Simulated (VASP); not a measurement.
# O (Fmmm) in VASP: notebook

Runs on O. Level: LDA. Tasks: single point.

Everything below comes from runs of VASP 6.6.1. Logs are shortened: lines on timing, memory, paths and dates and some standing lists are left out, and cuts for length are marked.

## 1. The cell of the first run

It takes space group Fmmm (No. 69, orthorhombic). Conventional cell: a = 3.084 Å, b = 3.104 Å, c = 6.786 Å, α = 90.00°, β = 90.00°, γ = 90.00°. Within 1.5 Å of O (site symmetry mm2) lie 1 O at 1.10 Å.

## 2. Single point, LDA (8.12 Å³/atom)

File INCAR:

```
  ALGO = Normal
  EDIFF = 1E-6
  ENCUT = 520
  GGA = CA
  ISIF = 2
  ISMEAR = 0
  LASPH = True
  LCHARG = False
  LREAL = False
  LWAVE = False
  NBANDS = 13
  NELM = 100
  PREC = Accurate
  SIGMA = 0.15
```

File KPOINTS:

```
k-points
0
Gamma
  22 22 22
```

File POSCAR:

```
O
1.0
    0.0000000000      1.5521554912      3.3931675885
    1.5421351974      0.0000000000      3.3931675885
    1.5421351974      1.5521554912      0.0000000000
O
2
Direct
    0.0808467867      0.0808467867      0.9191532133
    0.9191532133      0.9191532133      0.0808467867
```

Potentials or basis: VASP PAW LDA potentials, release 64 (O).

The run is started by

```
$ cat potpaw_LDA.64/O/POTCAR > POTCAR
$ mpirun -np 1 vasp_std > vasp.out
```

OUTCAR:

```text
EDIFF = 1E-6
   ENCUT = 520
   GGA = CA
   ISIF = 2
   ISMEAR = 0
   LASPH = True
   LREAL = False
   NELM = 100
   PREC = Accurate

 ion  position               nearest neighbor table
   1  0.081  0.081  0.919-   2 1.10
   2  0.919  0.919  0.081-   1 1.10

  LATTYP: Found a face centered orthorhombic cell.
 ALAT       =     3.0842703948
 B/A-ratio  =     1.0064976753
 C/A-ratio  =     2.2003048722

  Lattice vectors:

 A1 = (   0.0000000000,   1.5521554912,   3.3931675885)
 A2 = (   1.5421351974,   0.0000000000,   3.3931675885)
 A3 = (   1.5421351974,   1.5521554912,   0.0000000000)

Analysis of symmetry for initial positions (statically):
=====================================================================
 Subroutine PRICEL returns:
 Original cell was already a primitive cell.

 Routine SETGRP: Setting up the symmetry group for a
 face centered orthorhombic supercell.

 Subroutine GETGRP returns: Found  8 space group operations
 (whereof  8 operations were pure point group operations)
 out of a pool of  8 trial point group operations.

The static configuration has the point symmetry D_2h.

Analysis of symmetry for dynamics (positions and initial velocities):
=====================================================================
 Subroutine PRICEL returns:
 Original cell was already a primitive cell.

 Routine SETGRP: Setting up the symmetry group for a
 face centered orthorhombic supercell.

 Subroutine GETGRP returns: Found  8 space group operations
 (whereof  8 operations were pure point group operations)
 out of a pool of  8 trial point group operations.

The dynamic configuration has the point symmetry D_2h.

 Subroutine INISYM returns: Found  8 space group operations
 (whereof  8 operations are pure point group operations),
 and found     1 'primitive' translations

----------------------------------------------------------------------------------------

                                     Primitive cell

  volume of cell :      16.2440

  direct lattice vectors                    reciprocal lattice vectors
     0.000000000  1.552155491  3.393167588    -0.324225788  0.322132675  0.147354938
     1.542135197  0.000000000  3.393167588     0.324225788 -0.322132675  0.147354938
     1.542135197  1.552155491  0.000000000     0.324225788  0.322132675 -0.147354938

  length of vectors
     3.731323217  3.727166115  2.188005401     0.480213806  0.480213806  0.480213806

  position of ions in fractional coordinates (direct lattice)
     0.080846787  0.080846787  0.919153213
     0.919153213  0.919153213  0.080846787

  ion indices of the primitive-cell ions
   primitive index   ion index
                 1           1
                 2           2

----------------------------------------------------------------------------------------

 KPOINTS: k-points

Automatic generation of k-mesh.
 Grid dimensions read from file:
 generate k-points for:   22   22   22

 Generating k-lattice:

  Cartesian coordinates                     Fractional coordinates (reciprocal lattice)
    -0.014737536  0.014642394  0.006697952     0.045454545  0.000000000  0.000000000
     0.014737536 -0.014642394  0.006697952    -0.000000000  0.045454545 -0.000000000
     0.014737536  0.014642394 -0.006697952     0.000000000  0.000000000  0.045454545

  Length of vectors
     0.021827900  0.021827900  0.021827900

  Shift w.r.t. Gamma in fractional coordinates (k-lattice)
     0.000000000  0.000000000  0.000000000

 Subroutine IBZKPT returns following result:
 ===========================================

 Found   1530 irreducible k-points:

 Following reciprocal coordinates:
            Coordinates               Weight
  0.000000  0.000000  0.000000      1.000000
  0.045455 -0.000000  0.000000      8.000000
  0.090909 -0.000000  0.000000      8.000000
  0.136364 -0.000000  0.000000      8.000000
  0.181818 -0.000000  0.000000      8.000000
  0.227273  0.000000  0.000000      8.000000
[... 16 lines left out ...]
  0.500000  0.045455  0.000000      8.000000
 -0.454545  0.045455  0.000000      8.000000
 [... further k-points ...]
   k-points           NKPTS =   1530   k-points in BZ     NKDIM =   1530   number of bands    NBANDS=     13
   number of dos      NEDOS =    301   number of ions     NIONS =      2
   total plane-waves  NPLWV =  12544
   dimension x,y,z NGX =    28 NGY =   28 NGZ =   16
   dimension x,y,z NGXF=    56 NGYF=   56 NGZF=   32
   ions per type =               2
   NGX,Y,Z   is equivalent  to a cutoff of  12.48, 12.49, 12.16 a.u.
   NGXF,Y,Z  is equivalent  to a cutoff of  24.95, 24.98, 24.31 a.u.
 SYSTEM =  unknown system
   PREC   = accura    normal or accurate (medium, high low for compatibility)
   ISTART =      0    job   : 0-new  1-cont  2-samecut
   ICHARG =      2    charge: 1-file 2-atom 10-const
   ISPIN  =      1    spin polarized calculation?
   LNONCOLLINEAR =      F non collinear calculations
   LSORBIT =      F    spin-orbit coupling
   LASPH  =      T    aspherical Exc in radial PAW
   ENCUT  =  520.0 eV  38.22 Ry    6.18 a.u.   6.94  6.93  4.07*2*pi/ulx,y,z
   NELM   =    100;   NELMIN=  2; NELMDL= -5     # of ELM steps
   EDIFF  = 0.1E-05   stopping-criterion for ELM
   LREAL  =      F    real-space projection
   EDIFFG = 0.1E-04   stopping-criterion for IOM
   NSW    =      0    number of steps for IOM
   IBRION =     -1    ionic relax: 0-MD 1-quasi-New 2-CG
   NFREE  =      0    steps in history (QN), initial steepest desc. (CG)
   ISIF   =      2    stress and relaxation
   ISYM   =      2    0-nonsym 1-usesym 2-fastsym
   POTIM  = 0.5000    time-step for ionic-motion
   TEBEG  =    0.0;   TEEND  =   0.0 temperature during run
   PSTRESS=    0.0 pullay stress
   NELECT =      12.0000    total number of electrons
   NUPDOWN=      -1.0000    fix difference up-down
   EMIN   =  10.00;   EMAX   =-10.00  energy-range for DOS
   EFERMI =   0.00;   METHOD = LEGACY
   ISMEAR =     0;   SIGMA  =   0.15  broadening in eV -4-tet -1-fermi 0-gaus
   EFERMI_NEDOS =   21; number of points for ismear=-14 and -15
   IALGO  =     38    algorithm
   IMIX   =      4    mixing-type and parameters
     AMIX     =   0.40;   BMIX     =  1.00
     AMIX_MAG =   1.60;   BMIX_MAG =  1.00
  volume/ion in A,a.u.               =       8.12        54.81
  Fermi-wavevector in a.u.,A,eV,Ry     =   1.479918  2.796639 29.798890  2.190157
  Thomas-Fermi vector in A             =   2.594016
   LORBIT       =      0    0 simple, 1 ext, 2 COOP (PROOUT), +10 PAW based schemes
   GGA     = CA    functional components
   LHFCALC =     F    Hartree Fock is set to
   AEXX    =    0.0000 exact exchange contribution
   IVDW    =     0    specifies the selected vdW correction
   LEPSILON=     F    determine dielectric tensor
   LRPA    =     F    only Hartree local field effects (RPA)
 non-spin polarized calculation
 Gauss-broadening in eV      SIGMA  =   0.15
  energy-cutoff  :      520.00
  volume of cell :       16.24
 maximum number of plane-waves:       452
   NGX = 13   NGY = 13   NGZ =  9

 number of electron      11.9999996 magnetization

 Free energy of the ion-electron system (eV)
  ---------------------------------------------------
  ext. energy  EPLUGINS =         0.00000000
  ---------------------------------------------------
  free energy    TOTEN  =       -10.20673375 eV

  energy without entropy =      -10.19895741  energy(sigma->0) =      -10.20284558

 E-fermi :   3.8095     XC(G=0): -11.8500

 val. band max:        3.8089415809   @ k =  -0.3636   0.3636   0.2727
 cond. band min:       3.8098358473   @ k =  -0.3182   0.3636   0.2727
 fundamental gap:      0.0008942664
 Fermi energy:         3.8095246776

 k-point     1 :       0.0000    0.0000    0.0000
  band No.  band energies     occupation
      1     -28.1531      2.00000
      2     -11.0398      2.00000
      3      -7.5326      2.00000
      4      -3.0522      2.00000
      5      -3.0297      2.00000
      6       5.7219      0.00000
      7       5.7432      0.00000
      8      15.1697      0.00000
      9      17.0715      0.00000
     10      18.0012      0.00000
     11      23.9704      0.00000
     12      25.6929      0.00000
     13      30.8596      0.00000

 k-point     2 :       0.0455   -0.0000    0.0000
  band No.  band energies     occupation
      1     -28.1314      2.00000
      2     -11.0262      2.00000
      3      -7.5064      2.00000
      4      -3.1518      2.00000
      5      -3.0288      2.00000
      6       5.6175      0.00000
      7       5.7457      0.00000
      8      15.2752      0.00000
      9      17.0072      0.00000
     10      18.0883      0.00000
     11      24.0671      0.00000
     12      25.7503      0.00000
     13      30.7639      0.00000

 k-point     3 :       0.0909   -0.0000    0.0000
  band No.  band energies     occupation
      1     -28.0677      2.00000
      2     -10.9847      2.00000
      3      -7.4358      2.00000
      4      -3.4575      2.00000
      5      -2.9971      2.00000
      6       5.2909      0.00000
      7       5.7814      0.00000
      8      15.5623      0.00000
      9      16.8757      0.00000
     10      18.3017      0.00000
     11      24.3410      0.00000
     12      25.9052      0.00000
     13      30.4941      0.00000

 k-point     4 :       0.1364   -0.0000    0.0000
  band No.  band energies     occupation
      1     -27.9654      2.00000
      2     -10.9141      2.00000
      3      -7.3476      2.00000
      4      -3.8948      2.00000
      5      -2.9456      2.00000
      6       4.7897      0.00000
      7       5.8391      0.00000
      8      15.9145      0.00000
      9      16.8122      0.00000
     10      18.5751      0.00000
     11      24.7339      0.00000
     12      26.1043      0.00000
     13      30.1180      0.00000

 k-point     5 :       0.1818   -0.0000    0.0000
  band No.  band energies     occupation
      1     -27.8309      2.00000
      2     -10.8140      2.00000
      3      -7.2935      2.00000
      4      -4.3640      2.00000
      5      -2.8786      2.00000
      6       4.1683      0.00072
      7       5.9138      0.00000
      8      16.0576      0.00000
      9      17.0756      0.00000
     10      18.8768      0.00000
     11      25.1109      0.00000
     12      26.2715      0.00000
     13      29.7811      0.00000
[... 257 lines left out ...]
 k-point    22 :       0.4545    0.0455    0.0000
  band No.  band energies     occupation
      1     -27.0517      2.00000
      2     -10.1825      2.00000
      3      -8.6154      2.00000
      4      -4.7495      2.00000
      5      -2.5173      2.00000
      6       1.2563      2.00000
      7       6.3281      0.00000
      8      15.3997      0.00000
      9      20.4444      0.00000
     10      20.8243      0.00000
     11      22.5893      0.00000
     12      25.0891      0.00000
     13      32.7880      0.00000

 k-point    23 :       0.5000    0.0455    0.0000
  band No.  band energies     occupation
      1     -26.9731      2.00000
      2     -10.0591      2.00000
      3      -8.8392      2.00000
      4      -4.7220      2.00000
      5      -2.4797      2.00000
      6       0.9755      2.00000
      7       6.3613      0.00000
      8      15.4977      0.00000
      9      20.6418      0.00000
     10      21.1572      0.00000
     11      22.6115      0.00000
     12      24.2570      0.00000
     13      32.5860      0.00000

 k-point    24 :      -0.4545    0.0455    0.0000
  band No.  band energies     occupation
      1     -26.9471      2.00000
      2      -9.9876      2.00000
      3      -8.9233      2.00000
      4      -4.7337      2.00000
      5      -2.4654      2.00000
      6       0.8583      2.00000
      7       6.3687      0.00000
      8      15.6219      0.00000
      9      20.3542      0.00000
     10      21.5523      0.00000
     11      23.0376      0.00000
     12      23.5895      0.00000
     13      32.4785      0.00000

 [... further k-points ...]

------------------------ aborting loop because EDIFF is reached ----------------------------------------

  FORCE on cell =-STRESS in cart. coord.  units (eV):
  Direction    XX          YY          ZZ          XY          YZ          ZX
  --------------------------------------------------------------------------------------
  -------------------------------------------------------------------------------------
  Total        1.3192107      1.3199305     16.6080711      0.0000000      0.0000000      0.0000000
  in kB      130.1163150    130.1873133   1638.0863677      0.0000000      0.0000000      0.0000000
  external PRESSURE =     632.7966653 kB  Pullay stress =       0.0000000 kB

 VOLUME and BASIS-vectors are now :
 -----------------------------------------------------------------------------
  energy-cutoff  :      520.00
  volume of cell :       16.24
      direct lattice vectors                 reciprocal lattice vectors
     0.000000000  1.552155491  3.393167588    -0.324225788  0.322132675  0.147354938
     1.542135197  0.000000000  3.393167588     0.324225788 -0.322132675  0.147354938
     1.542135197  1.552155491  0.000000000     0.324225788  0.322132675 -0.147354938

 POSITION                                       TOTAL-FORCE (eV/Angst)
 -----------------------------------------------------------------------------------
      1.54214      1.55216      0.54865         0.000000      0.000000     14.706897
      1.54214      1.55216      6.23768         0.000000      0.000000    -14.706897
 -----------------------------------------------------------------------------------
    total drift:                               -0.000000     -0.000000      0.000000

  FREE ENERGIE OF THE ION-ELECTRON SYSTEM (eV)
  ---------------------------------------------------
  free  energy   TOTEN  =       -10.2067337541 eV

  energy  without entropy=      -10.1989574067  energy(sigma->0) =      -10.20284558
```

Run time: 1.7 min. Hardware: 1 thread of Intel Xeon 6975P-C (Granite Rapids), shared host; peak memory 0.32 GiB.

What came out:

```yaml
Free_energy: -10.2067 eV
Pressure: 63.3 GPa
Largest_force: 14.707 eV/Å
Band_gap_on_the_k_mesh: zero (bands 6 and 7 overlap by 3.83 eV)
```

Forces on the atoms (eV/Å):
```
O     0.000   0.000  14.707
O     0.000   0.000 -14.707
```

Stress tensor (GPa, compression positive):
```
 13.01   0.00   0.00
  0.00  13.02   0.00
  0.00   0.00 163.81
```

Caveat: the standard files for N, O and F lose accuracy on very short bonds; spin is off for a triplet molecule; the cell stands under pressure; forces of over 1 eV/Å act on the atoms, so gaps and moduli don't describe the material at rest.

## 3. Single point, LDA (8.12 Å³/atom)

File INCAR:

```
ALGO = Normal
EDIFF = 1E-6
ENCUT = 520
GGA = CA
ISIF = 2
ISMEAR = 0
LASPH = T
LCHARG = F
LREAL = F
LWAVE = F
NBANDS = 13
NELM = 60
PREC = Accurate
SIGMA = 0.15
```

KPOINTS is that of step 2.

File POSCAR:

```
O
1.0
    0.0000000000      1.4711401714      3.7771797441
    1.4616428905      0.0000000000      3.7771797441
    1.4616428905      1.4711401714      0.0000000000
O
2
Direct
    0.0808467867      0.0808467867      0.9191532133
    0.9191532133      0.9191532133      0.0808467867
```

Potentials or basis: VASP PAW LDA potentials, release 64 (O).

The run is started by

```
$ cat potpaw_LDA.64/O/POTCAR > POTCAR
$ mpirun -np 1 vasp_std > vasp.out
```

OUTCAR:

```text
EDIFF = 1E-6
   ENCUT = 520
   GGA = CA
   ISIF = 2
   ISMEAR = 0
   LASPH = T
   LREAL = F
   NELM = 60
   PREC = Accurate

 ion  position               nearest neighbor table
   1  0.081  0.081  0.919-   2 1.22
   2  0.919  0.919  0.081-   1 1.22

  LATTYP: Found a face centered orthorhombic cell.
 ALAT       =     2.9232857810
 B/A-ratio  =     1.0064976753
 C/A-ratio  =     2.5842014959

  Lattice vectors:

 A1 = (   0.0000000000,   1.4711401714,   3.7771797441)
 A2 = (   1.4616428905,   0.0000000000,   3.7771797441)
 A3 = (   1.4616428905,   1.4711401714,   0.0000000000)

Analysis of symmetry for initial positions (statically):
=====================================================================
 Subroutine PRICEL returns:
 Original cell was already a primitive cell.

 Routine SETGRP: Setting up the symmetry group for a
 face centered orthorhombic supercell.

 Subroutine GETGRP returns: Found  8 space group operations
 (whereof  8 operations were pure point group operations)
 out of a pool of  8 trial point group operations.

The static configuration has the point symmetry D_2h.
[... 172 lines left out ...]
      3      -6.9942      2.00000
      4      -0.5350      2.00000
      5      -0.5054      2.00000
      6       5.5123      0.00000
      7       5.5367      0.00000
      8      12.7511      0.00000
      9      15.0166      0.00000
     10      17.1458      0.00000
     11      25.3664      0.00000
     12      25.9768      0.00000
     13      32.9265      0.00000
[... 354 lines left out ...]
  band No.  band energies     occupation
      1     -23.6011      2.00000
      2     -10.7065      2.00000
      3      -8.3791      2.00000
      4      -4.2202      2.00000
      5      -0.7839      2.00000
      6       0.3072      2.00000
      7       6.2172      0.00000
      8      12.1339      0.00000
      9      18.8906      0.00000
     10      20.0179      0.00000
     11      24.4504      0.00000
     12      26.1058      0.00000
     13      32.7575      0.00000

 [... further k-points ...]

------------------------ aborting loop because EDIFF is reached ----------------------------------------

  FORCE on cell =-STRESS in cart. coord.  units (eV):
  Direction    XX          YY          ZZ          XY          YZ          ZX
  --------------------------------------------------------------------------------------
  -------------------------------------------------------------------------------------
  Total        4.1636913      4.1916424     -0.8989254      0.0000000      0.0000000      0.0000000
  in kB      410.6729732    413.4298512    -88.6627640      0.0000000      0.0000000      0.0000000
  external PRESSURE =     245.1466868 kB  Pullay stress =       0.0000000 kB

 VOLUME and BASIS-vectors are now :
 -----------------------------------------------------------------------------
  energy-cutoff  :      520.00
  volume of cell :       16.24
      direct lattice vectors                 reciprocal lattice vectors
     0.000000000  1.471140171  3.777179744    -0.342080821  0.339872440  0.132373896
     1.461642891  0.000000000  3.777179744     0.342080821 -0.339872440  0.132373896
     1.461642891  1.471140171  0.000000000     0.342080821  0.339872440 -0.132373896

 POSITION                                       TOTAL-FORCE (eV/Angst)
 -----------------------------------------------------------------------------------
      1.46164      1.47114      0.61075         0.000000      0.000000     -0.670889
      1.46164      1.47114      6.94361         0.000000      0.000000      0.670889
 -----------------------------------------------------------------------------------
    total drift:                                0.000000      0.000000      0.000000

  FREE ENERGIE OF THE ION-ELECTRON SYSTEM (eV)
  ---------------------------------------------------
  free  energy   TOTEN  =       -10.6774171825 eV

  energy  without entropy=      -10.6710305057  energy(sigma->0) =      -10.67422384
```

Wall time 2.5 min (1 thread of Intel Xeon 6975P-C (Granite Rapids), shared host); peak memory 0.32 GiB.

What came out:

```
Free energy            : -10.6774 eV
Pressure               : 24.5 GPa
Largest force          : 0.671 eV/Å
Band gap on the k mesh : zero (bands 6 and 7 overlap by 4.70 eV)
```

Forces on the atoms (eV/Å):
```
O    0.000  0.000 -0.671
O    0.000  0.000  0.671
```

Stress tensor (GPa, compression positive):
```
41.07  0.00  0.00
 0.00 41.34  0.00
 0.00  0.00 -8.87
```

Caveat: the standard files for N, O and F lose accuracy on very short bonds; spin is off for a triplet molecule; the cell stands under pressure.
